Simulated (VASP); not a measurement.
# ZrB (I4/mmm) in VASP: single point with PBE

Aim: the single point of ZrB with PBE.

Program: VASP 6.6.1. These are calculated values, not measurements. Logs are shortened: lines on timing, memory, paths and dates and some standing lists are left out, and cuts for length are marked.

## Step 1: The cell of the first run

It takes space group I4/mmm (No. 139, tetragonal). The conventional cell has a = 3.235 Å, b = 3.235 Å, c = 4.804 Å, α = 90.00°, β = 90.00°, γ = 90.00°. Zr (site symmetry 4/mmm) has 6 B at 2.29 to 2.40 Å within 3.0 Å. Within 3.0 Å of B (site symmetry 4/mmm) lie 6 Zr at 2.29 to 2.40 Å.

## Step 2: Single point, PBE

File INCAR:

```
SYSTEM = ZrB
PREC = Accurate ; ENCUT = 520
EDIFF = 1E-7 ; ISMEAR = 0
SIGMA = 0.15 ; LREAL = .False.
LASPH = .True. ; NELM = 100
ALGO = Normal ; ISIF = 2
LWAVE = .False. ; LCHARG = .False.
GGA = PE ; NBANDS = 14
```

File KPOINTS:

```
regular mesh
0
Gamma
  20 20 20
  0 0 0
```

File POSCAR:

```
ZrB
1.0
    0.0000000000      2.2874934413      2.4018681134
    2.2874934413      0.0000000000      2.4018681134
    2.2874934413      2.2874934413      0.0000000000
Zr B
1 1
Direct
    0.0000000000      0.0000000000      0.0000000000
    0.5000000000      0.5000000000      0.5000000000
```

Potentials or basis: VASP PAW PBE potentials, release 64 (Zr_sv, B).

On the command line:

```sh
$ cat potpaw_PBE.64/Zr_sv/POTCAR potpaw_PBE.64/B/POTCAR > POTCAR
$ mpirun -np 1 vasp_std > vasp.out
```

OUTCAR:

```text
SYSTEM = ZrB
   PREC = Accurate
   ENCUT = 520
   EDIFF = 1E-7
   ISMEAR = 0
   LREAL = .False.
   LASPH = .True.
   NELM = 100
   ISIF = 2
   GGA = PE

 ion  position               nearest neighbor table
   1  0.000  0.000  0.000-   2 2.29   2 2.29   2 2.29   2 2.29   2 2.40   2 2.40
   2  0.500  0.500  0.500-   1 2.29   1 2.29   1 2.29   1 2.29   1 2.40   1 2.40

  LATTYP: Found a body centered tetragonal cell.
 ALAT       =     3.2350042485
 C/A-ratio  =     1.4849242405

  Lattice vectors:

 A1 = (  -2.2874934413,   0.0000000000,   2.4018681134)
 A2 = (   2.2874934413,   0.0000000000,   2.4018681134)
 A3 = (   0.0000000000,   2.2874934413,  -2.4018681134)

Analysis of symmetry for initial positions (statically):
=====================================================================
 Subroutine PRICEL returns:
 Original cell was already a primitive cell.

 Routine SETGRP: Setting up the symmetry group for a
 body centered tetragonal supercell.

 Subroutine GETGRP returns: Found 16 space group operations
 (whereof 16 operations were pure point group operations)
 out of a pool of 16 trial point group operations.

The static configuration has the point symmetry D_4h.

Analysis of symmetry for dynamics (positions and initial velocities):
=====================================================================
 Subroutine PRICEL returns:
 Original cell was already a primitive cell.

 Routine SETGRP: Setting up the symmetry group for a
 body centered tetragonal supercell.

 Subroutine GETGRP returns: Found 16 space group operations
 (whereof 16 operations were pure point group operations)
 out of a pool of 16 trial point group operations.

The dynamic configuration has the point symmetry D_4h.

 Subroutine INISYM returns: Found 16 space group operations
 (whereof 16 operations are pure point group operations),
 and found     1 'primitive' translations

----------------------------------------------------------------------------------------

                                     Primitive cell

  volume of cell :      25.1362

  direct lattice vectors                    reciprocal lattice vectors
     0.000000000  2.287493441  2.401868113    -0.218579862  0.218579862  0.208171297
     2.287493441  0.000000000  2.401868113     0.218579862 -0.218579862  0.208171297
     2.287493441  2.287493441  0.000000000     0.218579862  0.218579862 -0.208171297

  length of vectors
     3.316865490  3.316865490  3.235004249     0.372678951  0.372678951  0.372678951

  position of ions in fractional coordinates (direct lattice)
     0.000000000  0.000000000  0.000000000
     0.500000000  0.500000000  0.500000000

  ion indices of the primitive-cell ions
   primitive index   ion index
                 1           1
                 2           2

----------------------------------------------------------------------------------------

 KPOINTS: regular mesh

Automatic generation of k-mesh.
 Grid dimensions read from file:
 generate k-points for:   20   20   20

 Generating k-lattice:

  Cartesian coordinates                     Fractional coordinates (reciprocal lattice)
    -0.010928993  0.010928993  0.010408565     0.050000000  0.000000000  0.000000000
     0.010928993 -0.010928993  0.010408565     0.000000000  0.050000000  0.000000000
     0.010928993  0.010928993 -0.010408565     0.000000000  0.000000000  0.050000000

  Length of vectors
     0.018633948  0.018633948  0.018633948

  Shift w.r.t. Gamma in fractional coordinates (k-lattice)
     0.000000000  0.000000000  0.000000000

 Subroutine IBZKPT returns following result:
 ===========================================

 Found    641 irreducible k-points:

 Following reciprocal coordinates:
            Coordinates               Weight
  0.000000  0.000000  0.000000      1.000000
  0.050000  0.000000  0.000000      8.000000
  0.100000 -0.000000  0.000000      8.000000
  0.150000  0.000000  0.000000      8.000000
  0.200000 -0.000000  0.000000      8.000000
  0.250000  0.000000  0.000000      8.000000
[... 16 lines left out ...]
 -0.400000  0.050000  0.000000      8.000000
 -0.350000  0.050000  0.000000      8.000000
 [... further k-points ...]
   k-points           NKPTS =    641   k-points in BZ     NKDIM =    641   number of bands    NBANDS=     14
   number of dos      NEDOS =    301   number of ions     NIONS =      2
   total plane-waves  NPLWV =  18816
   dimension x,y,z NGX =    28 NGY =   28 NGZ =   24
   dimension x,y,z NGXF=    56 NGYF=   56 NGZF=   48
   ions per type =               1   1
   NGX,Y,Z   is equivalent  to a cutoff of  14.03, 14.03, 12.33 a.u.
   NGXF,Y,Z  is equivalent  to a cutoff of  28.07, 28.07, 24.67 a.u.
 SYSTEM =  ZrB
   PREC   = accura    normal or accurate (medium, high low for compatibility)
   ISTART =      0    job   : 0-new  1-cont  2-samecut
   ICHARG =      2    charge: 1-file 2-atom 10-const
   ISPIN  =      1    spin polarized calculation?
   LNONCOLLINEAR =      F non collinear calculations
   LSORBIT =      F    spin-orbit coupling
   LASPH  =      T    aspherical Exc in radial PAW
   ENCUT  =  520.0 eV  38.22 Ry    6.18 a.u.   6.17  6.17  6.01*2*pi/ulx,y,z
   NELM   =    100;   NELMIN=  2; NELMDL= -5     # of ELM steps
   EDIFF  = 0.1E-06   stopping-criterion for ELM
   LREAL  =      F    real-space projection
   EDIFFG = 0.1E-05   stopping-criterion for IOM
   NSW    =      0    number of steps for IOM
   IBRION =     -1    ionic relax: 0-MD 1-quasi-New 2-CG
   NFREE  =      0    steps in history (QN), initial steepest desc. (CG)
   ISIF   =      2    stress and relaxation
   ISYM   =      2    0-nonsym 1-usesym 2-fastsym
   POTIM  = 0.5000    time-step for ionic-motion
   TEBEG  =    0.0;   TEEND  =   0.0 temperature during run
   PSTRESS=    0.0 pullay stress
   NELECT =      15.0000    total number of electrons
   NUPDOWN=      -1.0000    fix difference up-down
   EMIN   =  10.00;   EMAX   =-10.00  energy-range for DOS
   EFERMI =   0.00;   METHOD = LEGACY
   ISMEAR =     0;   SIGMA  =   0.15  broadening in eV -4-tet -1-fermi 0-gaus
   EFERMI_NEDOS =   21; number of points for ismear=-14 and -15
   IALGO  =     38    algorithm
   IMIX   =      4    mixing-type and parameters
     AMIX     =   0.40;   BMIX     =  1.00
     AMIX_MAG =   1.60;   BMIX_MAG =  1.00
  volume/ion in A,a.u.               =      12.57        84.81
  Fermi-wavevector in a.u.,A,eV,Ry     =   1.378285  2.604581 25.846565  1.899669
  Thomas-Fermi vector in A             =   2.503360
   LORBIT       =      0    0 simple, 1 ext, 2 COOP (PROOUT), +10 PAW based schemes
   GGA     = PE    functional components
   LHFCALC =     F    Hartree Fock is set to
   AEXX    =    0.0000 exact exchange contribution
   IVDW    =     0    specifies the selected vdW correction
   LEPSILON=     F    determine dielectric tensor
   LRPA    =     F    only Hartree local field effects (RPA)
 non-spin polarized calculation
 Gauss-broadening in eV      SIGMA  =   0.15
  energy-cutoff  :      520.00
  volume of cell :       25.14
 maximum number of plane-waves:       690
 NGX is ok and might be reduce to    28
   NGX = 13   NGY = 13   NGZ = 13

 number of electron      15.0000000 magnetization

 Free energy of the ion-electron system (eV)
  ---------------------------------------------------
  ext. energy  EPLUGINS =         0.00000000
  ---------------------------------------------------
  free energy    TOTEN  =       -15.52773737 eV

  energy without entropy =      -15.51628172  energy(sigma->0) =      -15.52200955

 E-fermi :   9.0264     XC(G=0): -12.2174

 val. band max:        9.0244418751   @ k =  -0.1500   0.2000   0.1000
 cond. band min:       9.0303546451   @ k =  -0.4000   0.1000   0.3500
 fundamental gap:      0.0059127700
 Fermi energy:         9.0263970654

 k-point     1 :       0.0000    0.0000    0.0000
  band No.  band energies     occupation
      1     -37.7578      2.00000
      2     -15.5055      2.00000
      3     -15.5055      2.00000
      4     -15.4902      2.00000
      5       0.6910      2.00000
      6      10.5707      0.00000
      7      11.1424      0.00000
      8      11.1424      0.00000
      9      12.3747      0.00000
     10      12.5967      0.00000
     11      12.9616      0.00000
     12      12.9616      0.00000
     13      12.9852      0.00000
     14      20.1855      0.00000

 k-point     2 :       0.0500    0.0000    0.0000
  band No.  band energies     occupation
      1     -37.7549      2.00000
      2     -15.5282      2.00000
      3     -15.5069      2.00000
      4     -15.4961      2.00000
      5       0.7604      2.00000
      6      10.4920      0.00000
      7      10.9348      0.00000
      8      11.1327      0.00000
      9      11.7920      0.00000
     10      12.1193      0.00000
     11      12.9667      0.00000
     12      13.4927      0.00000
     13      13.9702      0.00000
     14      20.3569      0.00000

 k-point     3 :       0.1000   -0.0000    0.0000
  band No.  band energies     occupation
      1     -37.7464      2.00000
      2     -15.6004      2.00000
      3     -15.5110      2.00000
      4     -15.5064      2.00000
      5       0.9640      2.00000
      6      10.1194      0.00000
      7      10.4410      0.00000
      8      10.8496      0.00000
      9      11.5347      0.00000
     10      11.7182      0.00000
     11      13.2247      0.00000
     12      14.4738      0.00000
     13      15.0503      0.00000
     14      20.8466      0.00000
[... 324 lines left out ...]
 k-point    23 :      -0.4000    0.0500    0.0000
  band No.  band energies     occupation
      1     -37.6433      2.00000
      2     -16.4001      2.00000
      3     -15.6351      2.00000
      4     -15.5542      2.00000
      5       4.1934      2.00000
      6       6.0532      2.00000
      7       7.6890      2.00000
      8       7.7715      2.00000
      9      14.1275      0.00000
     10      14.5754      0.00000
     11      15.7082      0.00000
     12      18.6268      0.00000
     13      20.4683      0.00000
     14      22.6394      0.00000

 k-point    24 :      -0.3500    0.0500    0.0000
  band No.  band energies     occupation
      1     -37.6549      2.00000
      2     -16.3167      2.00000
      3     -15.6245      2.00000
      4     -15.5446      2.00000
      5       3.6245      2.00000
      6       6.6282      2.00000
      7       7.9022      2.00000
      8       7.9571      2.00000
      9      13.6305      0.00000
     10      14.1042      0.00000
     11      15.1655      0.00000
     12      19.3419      0.00000
     13      20.0036      0.00000
     14      21.8562      0.00000

 [... further k-points ...]
[... 5 lines left out ...]
  --------------------------------------------------------------------------------------
  -------------------------------------------------------------------------------------
  Total        6.8413548      6.8413548      3.1108396      0.0000000     -0.0000000     -0.0000000
  in kB      436.0676112    436.0676112    198.2847564      0.0000000     -0.0000000     -0.0000000
  external PRESSURE =     356.8066596 kB  Pullay stress =       0.0000000 kB

 VOLUME and BASIS-vectors are now :
 -----------------------------------------------------------------------------
  energy-cutoff  :      520.00
  volume of cell :       25.14
      direct lattice vectors                 reciprocal lattice vectors
     0.000000000  2.287493441  2.401868113    -0.218579862  0.218579862  0.208171297
     2.287493441  0.000000000  2.401868113     0.218579862 -0.218579862  0.208171297
     2.287493441  2.287493441  0.000000000     0.218579862  0.218579862 -0.208171297

 POSITION                                       TOTAL-FORCE (eV/Angst)
 -----------------------------------------------------------------------------------
      0.00000      0.00000      0.00000         0.000000     -0.000000      0.000000
      2.28749      2.28749      2.40187        -0.000000      0.000000     -0.000000
 -----------------------------------------------------------------------------------
    total drift:                               -0.000000      0.000000      0.000000

  FREE ENERGIE OF THE ION-ELECTRON SYSTEM (eV)
  ---------------------------------------------------
  free  energy   TOTEN  =       -15.5277373713 eV

  energy  without entropy=      -15.5162817190  energy(sigma->0) =      -15.52200955
```

Wall time 4.7 min (1 thread of AMD EPYC 7R43 (Zen 3), shared host); peak memory 0.31 GiB.

Results:

| Quantity | Value |
| --- | --- |
| Free energy | -15.5277 eV |
| Pressure | 35.7 GPa |
